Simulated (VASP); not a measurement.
# SiC (P6_3mc) in VASP: notebook

Runs on SiC. Level: r2SCAN. Tasks: single point.

Program: VASP 6.6.1. These are calculated values, not measurements. Logs are shortened: lines on timing, memory, paths and dates and some standing lists are left out, and cuts for length are marked.

## (1) The cell of the first run

It takes space group P6_3mc (No. 186, hexagonal). Conventional cell: a = 2.829 Å, b = 2.829 Å, c = 5.250 Å, α = 90.00°, β = 90.00°, γ = 120.00°. Si (site symmetry 3m) has 4 C at 1.76 to 1.97 Å within 2.3 Å. Within 2.3 Å of C (site symmetry 3m) lie 4 Si at 1.76 to 1.97 Å.

## (2) Single point, r2SCAN (strain -0.080 along x and y, +0.040 along z)

File POSCAR:

```
SiC
1.0
    2.8291794070      0.0000000000      0.0000000000
   -1.4145897035      2.4501412383      0.0000000000
    0.0000000000      0.0000000000      5.2500935267
Si C
2 2
Direct
    0.3333333333      0.6666666667      0.0046028828
    0.6666666667      0.3333333333      0.5046028828
    0.3333333333      0.6666666667      0.3803971172
    0.6666666667      0.3333333333      0.8803971172
```

File INCAR.step1:

```
SYSTEM = SiC
PREC = Accurate ; ENCUT = 520
ISMEAR = 0 ; SIGMA = 0.05
LREAL = .FALSE. ; LASPH = .TRUE.
NELM = 60 ; NBANDS = 16
GGA = PE ; ALGO = Normal
EDIFF = 1E-4 ; LWAVE = .TRUE.
LCHARG = .FALSE.
```

File INCAR.step2:

```
SYSTEM = SiC
PREC = Accurate ; ENCUT = 520
EDIFF = 1E-6 ; ISMEAR = 0
SIGMA = 0.05 ; LREAL = .FALSE.
LASPH = .TRUE. ; NELM = 60
ALGO = Normal ; ISIF = 2
LWAVE = .FALSE. ; LCHARG = .TRUE.
METAGGA = R2SCAN ; LMIXTAU = .TRUE.
LELF = .TRUE. ; LVHAR = .TRUE.
NBANDS = 16 ; ISTART = 1
```

File KPOINTS:

```
regular mesh
0
G
  12 12 6
  0 0 0
```

Potentials or basis: VASP PAW PBE potentials, release 64 (Si, C).

On the command line:

```bash
cat potpaw_PBE.64/Si/POTCAR potpaw_PBE.64/C/POTCAR > POTCAR
cp INCAR.step1 INCAR
mpirun -np 1 vasp_std > vasp.out
cp INCAR.step2 INCAR
mpirun -np 1 vasp_std > vasp.out
```

OUTCAR:

```text
SYSTEM = SiC
   PREC = Accurate
   ENCUT = 520
   EDIFF = 1E-6
   ISMEAR = 0
   LREAL = .FALSE.
   LASPH = .TRUE.
   NELM = 60
   ISIF = 2
   METAGGA = R2SCAN
   ISTART = 1

 ion  position               nearest neighbor table
   1  0.333  0.667  0.005-   4 1.76   4 1.76   4 1.76   3 1.97   2 3.09   2 3.09   2 3.09   2 3.09
                             2 3.09   2 3.09
   2  0.667  0.333  0.505-   3 1.76   3 1.76   3 1.76   4 1.97   1 3.09   1 3.09   1 3.09   1 3.09
                             1 3.09   1 3.09
   3  0.333  0.667  0.380-   2 1.76   2 1.76   2 1.76   1 1.97
   4  0.667  0.333  0.880-   1 1.76   1 1.76   1 1.76   2 1.97

  LATTYP: Found a hexagonal cell.
 ALAT       =     2.8291794070
 C/A-ratio  =     1.8556948045

  Lattice vectors:

 A1 = (   2.8291794070,   0.0000000000,   0.0000000000)
 A2 = (  -1.4145897035,   2.4501412383,   0.0000000000)
 A3 = (   0.0000000000,   0.0000000000,   5.2500935267)

Analysis of symmetry for initial positions (statically):
=====================================================================
 Subroutine PRICEL returns:
 Original cell was already a primitive cell.

 Routine SETGRP: Setting up the symmetry group for a
 hexagonal supercell.

 Subroutine GETGRP returns: Found 12 space group operations
 (whereof  6 operations were pure point group operations)
 out of a pool of 24 trial point group operations.

The static configuration has the point symmetry C_3v.
 The point group associated with its full space group is C_6v.

Analysis of symmetry for dynamics (positions and initial velocities):
=====================================================================
 Subroutine PRICEL returns:
 Original cell was already a primitive cell.

 Routine SETGRP: Setting up the symmetry group for a
 hexagonal supercell.

 Subroutine GETGRP returns: Found 12 space group operations
 (whereof  6 operations were pure point group operations)
 out of a pool of 24 trial point group operations.

The dynamic configuration has the point symmetry C_3v.
 The point group associated with its full space group is C_6v.

 Subroutine INISYM returns: Found 12 space group operations
 (whereof  6 operations are pure point group operations),
 and found     1 'primitive' translations

----------------------------------------------------------------------------------------

                                     Primitive cell

  volume of cell :      36.3931

  direct lattice vectors                    reciprocal lattice vectors
     2.829179407  0.000000000  0.000000000     0.353459380  0.204069868  0.000000000
    -1.414589703  2.450141238  0.000000000     0.000000000  0.408139737  0.000000000
     0.000000000  0.000000000  5.250093527     0.000000000  0.000000000  0.190472797

  length of vectors
     2.829179407  2.829179407  5.250093527     0.408139737  0.408139737  0.190472797

  position of ions in fractional coordinates (direct lattice)
     0.333333333  0.666666667  0.004602883
     0.666666667  0.333333333  0.504602883
     0.333333333  0.666666667  0.380397117
     0.666666667  0.333333333  0.880397117

  ion indices of the primitive-cell ions
   primitive index   ion index
                 1           1
                 2           2
                 3           3
                 4           4

----------------------------------------------------------------------------------------

 KPOINTS: regular mesh

Automatic generation of k-mesh.
 Grid dimensions read from file:
 generate k-points for:   12   12    6

 Generating k-lattice:

  Cartesian coordinates                     Fractional coordinates (reciprocal lattice)
     0.029454948  0.017005822  0.000000000     0.083333333 -0.000000000  0.000000000
     0.000000000  0.034011645  0.000000000     0.000000000  0.083333333  0.000000000
     0.000000000  0.000000000  0.031745466     0.000000000  0.000000000  0.166666667

  Length of vectors
     0.034011645  0.034011645  0.031745466

  Shift w.r.t. Gamma in fractional coordinates (k-lattice)
     0.000000000  0.000000000  0.000000000

 Subroutine IBZKPT returns following result:
 ===========================================

 Found     76 irreducible k-points:

 Following reciprocal coordinates:
            Coordinates               Weight
  0.000000  0.000000  0.000000      1.000000
  0.083333 -0.000000  0.000000      6.000000
  0.166667 -0.000000  0.000000      6.000000
  0.250000 -0.000000  0.000000      6.000000
  0.333333 -0.000000  0.000000      6.000000
  0.416667 -0.000000  0.000000      6.000000
[... 16 lines left out ...]
  0.250000 -0.000000  0.166667     12.000000
  0.333333 -0.000000  0.166667     12.000000
 [... further k-points ...]
   k-points           NKPTS =     76   k-points in BZ     NKDIM =     76   number of bands    NBANDS=     16
   number of dos      NEDOS =    301   number of ions     NIONS =      4
   total plane-waves  NPLWV =  23040
   dimension x,y,z NGX =    24 NGY =   24 NGZ =   40
   dimension x,y,z NGXF=    48 NGYF=   48 NGZF=   80
   ions per type =               2   2
   NGX,Y,Z   is equivalent  to a cutoff of  14.10, 14.10, 12.67 a.u.
   NGXF,Y,Z  is equivalent  to a cutoff of  28.21, 28.21, 25.33 a.u.
 SYSTEM =  SiC
   PREC   = accura    normal or accurate (medium, high low for compatibility)
   ISTART =      1    job   : 0-new  1-cont  2-samecut
   ICHARG =      0    charge: 1-file 2-atom 10-const
   ISPIN  =      1    spin polarized calculation?
   LNONCOLLINEAR =      F non collinear calculations
   LSORBIT =      F    spin-orbit coupling
   LASPH  =      T    aspherical Exc in radial PAW
   ENCUT  =  520.0 eV  38.22 Ry    6.18 a.u.   5.26  5.26  9.76*2*pi/ulx,y,z
   NELM   =     60;   NELMIN=  2; NELMDL=  0     # of ELM steps
   EDIFF  = 0.1E-05   stopping-criterion for ELM
   LREAL  =      F    real-space projection
   EDIFFG = 0.1E-04   stopping-criterion for IOM
   NSW    =      0    number of steps for IOM
   IBRION =     -1    ionic relax: 0-MD 1-quasi-New 2-CG
   NFREE  =      0    steps in history (QN), initial steepest desc. (CG)
   ISIF   =      2    stress and relaxation
   ISYM   =      2    0-nonsym 1-usesym 2-fastsym
   POTIM  = 0.5000    time-step for ionic-motion
   TEBEG  =    0.0;   TEEND  =   0.0 temperature during run
   PSTRESS=    0.0 pullay stress
   NELECT =      16.0000    total number of electrons
   NUPDOWN=      -1.0000    fix difference up-down
   EMIN   =  10.00;   EMAX   =-10.00  energy-range for DOS
   EFERMI =   0.00;   METHOD = LEGACY
   ISMEAR =     0;   SIGMA  =   0.05  broadening in eV -4-tet -1-fermi 0-gaus
   EFERMI_NEDOS =   21; number of points for ismear=-14 and -15
   IALGO  =     38    algorithm
   IMIX   =      4    mixing-type and parameters
     AMIX     =   0.40;   BMIX     =  1.00
     AMIX_MAG =   1.60;   BMIX_MAG =  1.00
  volume/ion in A,a.u.               =       9.10        61.40
  Fermi-wavevector in a.u.,A,eV,Ry     =   1.244826  2.352380 21.083472  1.549591
  Thomas-Fermi vector in A             =   2.379075
   LORBIT       =      0    0 simple, 1 ext, 2 COOP (PROOUT), +10 PAW based schemes
   METAGGA = R2SCAN    functional components
   LHFCALC =     F    Hartree Fock is set to
   AEXX    =    0.0000 exact exchange contribution
   IVDW    =     0    specifies the selected vdW correction
   LEPSILON=     F    determine dielectric tensor
   LRPA    =     F    only Hartree local field effects (RPA)
 non-spin polarized calculation
 Gauss-broadening in eV      SIGMA  =   0.05
  energy-cutoff  :      520.00
  volume of cell :       36.39
 maximum number of plane-waves:      1000
 NGX is ok and might be reduce to    24
   NGX = 11   NGY = 11   NGZ = 19

 number of electron      15.9999999 magnetization

 Free energy of the ion-electron system (eV)
  ---------------------------------------------------
  ext. energy  EPLUGINS =         0.00000000
  ---------------------------------------------------
  free energy    TOTEN  =       -37.24303772 eV

  energy without entropy =      -37.24303772  energy(sigma->0) =      -37.24303772

 E-fermi :  10.1383     XC(G=0): -12.5118

 val. band max:        9.9444469297   @ k =   0.0000   0.0000   0.0000
 cond. band min:      11.7846692576   @ k =   0.3333   0.3333   0.0000
 fundamental gap:      1.8402223279
 Fermi energy:        10.1382732068

 k-point     1 :       0.0000    0.0000    0.0000
  band No.  band energies     occupation
      1      -7.8212      2.00000
      2      -4.7467      2.00000
      3      -0.3245      2.00000
      4       8.6977      2.00000
      5       9.0864      2.00000
      6       9.0864      2.00000
[... 8 lines left out ...]
     15      20.7256      0.00000
     16      22.6500      0.00000

 k-point     2 :       0.0833   -0.0000    0.0000
  band No.  band energies     occupation
      1      -7.6696      2.00000
      2      -4.6101      2.00000
      3      -0.1761      2.00000
      4       8.3364      2.00000
      5       8.6777      2.00000
      6       8.8296      2.00000
[... 8 lines left out ...]
     15      21.2156      0.00000
     16      22.0126      0.00000

 k-point     3 :       0.1667   -0.0000    0.0000
  band No.  band energies     occupation
      1      -7.2184      2.00000
      2      -4.2073      2.00000
      3       0.2636      2.00000
      4       6.5970      2.00000
      5       7.9957      2.00000
      6       8.2545      2.00000
[... 8 lines left out ...]
     15      21.6572      0.00000
     16      21.7425      0.00000
[... 362 lines left out ...]
 k-point    23 :       0.2500   -0.0000    0.1667
  band No.  band energies     occupation
      1      -6.3578      2.00000
      2      -3.9317      2.00000
      3       1.5259      2.00000
      4       4.6721      2.00000
      5       6.0442      2.00000
      6       7.7088      2.00000
[... 8 lines left out ...]
     15      22.3011      0.00000
     16      22.9767      0.00000

 k-point    24 :       0.3333   -0.0000    0.1667
  band No.  band energies     occupation
      1      -5.3671      2.00000
      2      -3.0930      2.00000
      3       1.9832      2.00000
      4       3.1425      2.00000
      5       4.2547      2.00000
      6       7.1960      2.00000
[... 8 lines left out ...]
     15      22.4846      0.00000
     16      24.2684      0.00000

 [... further k-points ...]

------------------------ aborting loop because EDIFF is reached ----------------------------------------

  FORCE on cell =-STRESS in cart. coord.  units (eV):
  Direction    XX          YY          ZZ          XY          YZ          ZX
  --------------------------------------------------------------------------------------
  -------------------------------------------------------------------------------------
  Total       16.6956507     16.6956507     -4.0277473      0.0000000     -0.0000000     -0.0000000
  in kB      735.0134459    735.0134459   -177.3185395      0.0000000     -0.0000000     -0.0000000
  external PRESSURE =     430.9027841 kB  Pullay stress =       0.0000000 kB

 VOLUME and BASIS-vectors are now :
 -----------------------------------------------------------------------------
  energy-cutoff  :      520.00
  volume of cell :       36.39
      direct lattice vectors                 reciprocal lattice vectors
     2.829179407  0.000000000  0.000000000     0.353459380  0.204069868  0.000000000
    -1.414589703  2.450141238  0.000000000     0.000000000  0.408139737  0.000000000
     0.000000000  0.000000000  5.250093527     0.000000000  0.000000000  0.190472797

 POSITION                                       TOTAL-FORCE (eV/Angst)
 -----------------------------------------------------------------------------------
     -0.00000      1.63343      0.02417        -0.000000      0.000000      1.412562
      1.41459      0.81671      2.64921         0.000000     -0.000000      1.412562
     -0.00000      1.63343      1.99712        -0.000000      0.000000     -1.412562
      1.41459      0.81671      4.62217         0.000000     -0.000000     -1.412562
 -----------------------------------------------------------------------------------
    total drift:                               -0.000000      0.000000     -0.000351

  FREE ENERGIE OF THE ION-ELECTRON SYSTEM (eV)
  ---------------------------------------------------
  free  energy   TOTEN  =       -37.2430377188 eV

  energy  without entropy=      -37.2430377188  energy(sigma->0) =      -37.24303772
```

Run time: 58 s. Hardware: 1 thread of Intel Xeon 6975P-C (Granite Rapids), shared host; peak memory 0.18 GiB.

What came out:

```
Free energy            : -37.2430 eV
Pressure               : 43.1 GPa
Largest force          : 1.413 eV/Å
Band gap on the k mesh : 1.84 eV (least direct gap 4.31 eV)
```

Forces on the atoms (eV/Å):
```
Si   0.000  0.000  1.413
Si   0.000  0.000  1.413
C    0.000  0.000 -1.413
C    0.000  0.000 -1.413
```

Levels at points of the mesh, in eV from the valence-band top:
```
           k point  band 5  band 6  band 7  band 8  band 9  band 10  band 11  band 12
(0.00, 0.00, 0.00)   -0.86   -0.86    0.00    0.00    4.31     8.49     9.04     9.04
(0.50, 0.00, 0.00)   -6.10   -3.88   -3.28   -1.66    3.70     4.23     8.25     8.61
(0.00, 0.00, 0.50)   -0.45   -0.45   -0.45   -0.45    8.36     8.36     9.54     9.54
(0.50, 0.00, 0.50)   -3.35   -3.35   -2.58   -2.58    2.98     2.98     6.12     6.12
```

Caveat: the cell differs from its parent crystal (strain -0.080 along x and y, +0.040 along z); the stress differs along the axes, from -18 to 74 GPa; the PAW data sets were made with another functional, which shifts forces and pressure a little. A k mesh can miss the band edges.

## (3) Single point, r2SCAN (strain -0.040 along x and y, -0.040 along z)

File POSCAR:

```
SiC
1.0
    2.9521872073      0.0000000000      0.0000000000
   -1.4760936037      2.5566691183      0.0000000000
    0.0000000000      0.0000000000      4.8462401785
Si C
2 2
Direct
    0.3333333333      0.6666666667      0.0046028828
    0.6666666667      0.3333333333      0.5046028828
    0.3333333333      0.6666666667      0.3803971172
    0.6666666667      0.3333333333      0.8803971172
```

File INCAR.step1:

```
PREC = Accurate ; ENCUT = 520
ISMEAR = 0 ; SIGMA = 0.05
LREAL = F ; LASPH = T
NELM = 100 ; NBANDS = 16
GGA = PE ; ALGO = Normal
EDIFF = 1E-4 ; LWAVE = T
LCHARG = F
```

File INCAR.step2:

```
PREC = Accurate ; ENCUT = 520
EDIFF = 1E-7 ; ISMEAR = 0
SIGMA = 0.05 ; LREAL = F
LASPH = T ; NELM = 100
ALGO = Normal ; ISIF = 2
LWAVE = F ; LCHARG = F
METAGGA = R2SCAN ; LMIXTAU = T
NBANDS = 16 ; ISTART = 1
```

File KPOINTS:

```
regular mesh
0
Gamma
  12 12 6
```

Potentials or basis: VASP PAW PBE potentials, release 64 (Si, C).

On the command line:

```bash
cat potpaw_PBE.64/Si/POTCAR potpaw_PBE.64/C/POTCAR > POTCAR
cp INCAR.step1 INCAR
mpirun -np 1 vasp_std > vasp.out
cp INCAR.step2 INCAR
mpirun -np 1 vasp_std > vasp.out
```

OUTCAR:

```text
PREC = Accurate
   ENCUT = 520
   EDIFF = 1E-7
   ISMEAR = 0
   LREAL = F
   LASPH = T
   NELM = 100
   ISIF = 2
   METAGGA = R2SCAN
   ISTART = 1

 ion  position               nearest neighbor table
   1  0.333  0.667  0.005-   4 1.81   4 1.81   4 1.81   3 1.82   2 2.96   2 2.96   2 2.96   2 2.96
                             2 2.96   2 2.96
   2  0.667  0.333  0.505-   3 1.81   3 1.81   3 1.81   4 1.82   1 2.96   1 2.96   1 2.96   1 2.96
                             1 2.96   1 2.96
   3  0.333  0.667  0.380-   2 1.81   2 1.81   2 1.81   1 1.82
   4  0.667  0.333  0.880-   1 1.81   1 1.81   1 1.81   2 1.82

  LATTYP: Found a hexagonal cell.
 ALAT       =     2.9521872073
 C/A-ratio  =     1.6415761733

  Lattice vectors:

 A1 = (   2.9521872073,   0.0000000000,   0.0000000000)
 A2 = (  -1.4760936037,   2.5566691183,   0.0000000000)
 A3 = (   0.0000000000,   0.0000000000,   4.8462401785)

Analysis of symmetry for initial positions (statically):
=====================================================================
 Subroutine PRICEL returns:
 Original cell was already a primitive cell.
[... 180 lines left out ...]
 cond. band min:      12.0587169824   @ k =   0.3333   0.3333   0.0000
 fundamental gap:      2.4692209252
 Fermi energy:         9.8783092568

 k-point     1 :       0.0000    0.0000    0.0000
  band No.  band energies     occupation
      1      -7.7919      2.00000
      2      -3.6830      2.00000
      3      -0.1372      2.00000
      4       8.1531      2.00000
      5       8.1531      2.00000
      6       9.4724      2.00000
[... 433 lines left out ...]
      3       1.6153      2.00000
      4       3.2529      2.00000
      5       4.4041      2.00000
      6       6.3988      2.00000
[... 8 lines left out ...]
     15      23.0817      0.00000
     16      23.6112      0.00000

 [... further k-points ...]

------------------------ aborting loop because EDIFF is reached ----------------------------------------

  FORCE on cell =-STRESS in cart. coord.  units (eV):
  Direction    XX          YY          ZZ          XY          YZ          ZX
  --------------------------------------------------------------------------------------
  -------------------------------------------------------------------------------------
  Total        8.0732707      8.0732707      7.8242473     -0.0000000      0.0000000      0.0000000
  in kB      353.6199397    353.6199397    342.7123817     -0.0000000      0.0000000      0.0000000
  external PRESSURE =     349.9840871 kB  Pullay stress =       0.0000000 kB

 VOLUME and BASIS-vectors are now :
 -----------------------------------------------------------------------------
  energy-cutoff  :      520.00
  volume of cell :       36.58
      direct lattice vectors                 reciprocal lattice vectors
     2.952187207  0.000000000  0.000000000     0.338731906  0.195566957  0.000000000
    -1.476093604  2.556669118  0.000000000     0.000000000  0.391133914  0.000000000
     0.000000000  0.000000000  4.846240179     0.000000000  0.000000000  0.206345530

 POSITION                                       TOTAL-FORCE (eV/Angst)
 -----------------------------------------------------------------------------------
     -0.00000      1.70445      0.02231        -0.000000      0.000000      0.019443
      1.47609      0.85222      2.44543        -0.000000      0.000000      0.019443
     -0.00000      1.70445      1.84350        -0.000000      0.000000     -0.019443
      1.47609      0.85222      4.26662         0.000000     -0.000000     -0.019443
 -----------------------------------------------------------------------------------
    total drift:                               -0.000000      0.000000     -0.000232

  FREE ENERGIE OF THE ION-ELECTRON SYSTEM (eV)
  ---------------------------------------------------
  free  energy   TOTEN  =       -38.1672238316 eV

  energy  without entropy=      -38.1672238316  energy(sigma->0) =      -38.16722383
```

Wall time 50 s (1 thread of Intel Xeon 6975P-C (Granite Rapids), shared host); peak memory 0.17 GiB.

Results:

```yaml
Free_energy: -38.1672 eV
Pressure: 35.0 GPa
Largest_force: 0.019 eV/Å
Band_gap_on_the_k_mesh: 2.47 eV (least direct gap 4.78 eV)
```

Forces in eV/Å, atoms in the order of the input:
```
Si   0.000  0.000  0.019
Si   0.000  0.000  0.019
C    0.000  0.000 -0.019
C    0.000  0.000 -0.019
```

Levels at points of the mesh, in eV from the valence-band top:
```csv
k point,band 5,band 6,band 7,band 8,band 9,band 10,band 11,band 12
"(0.00, 0.00, 0.00)",-1.44,-0.12,0.00,0.00,6.53,8.02,8.02,8.12
"(0.50, 0.00, 0.00)",-6.06,-3.73,-3.71,-1.29,3.49,4.81,8.18,8.47
"(0.00, 0.00, 0.50)",-0.77,-0.77,-0.77,-0.77,7.65,7.65,8.64,8.64
"(0.50, 0.00, 0.50)",-2.72,-2.72,-2.57,-2.57,4.02,4.02,6.41,6.41
```

Caveat: the cell differs from its parent crystal (strain -0.040 along x and y, -0.040 along z); the cell stands under pressure; the PAW data sets were made with another functional, which shifts forces and pressure a little. A k mesh can miss the band edges.

(Continued in part 2 of 2.)
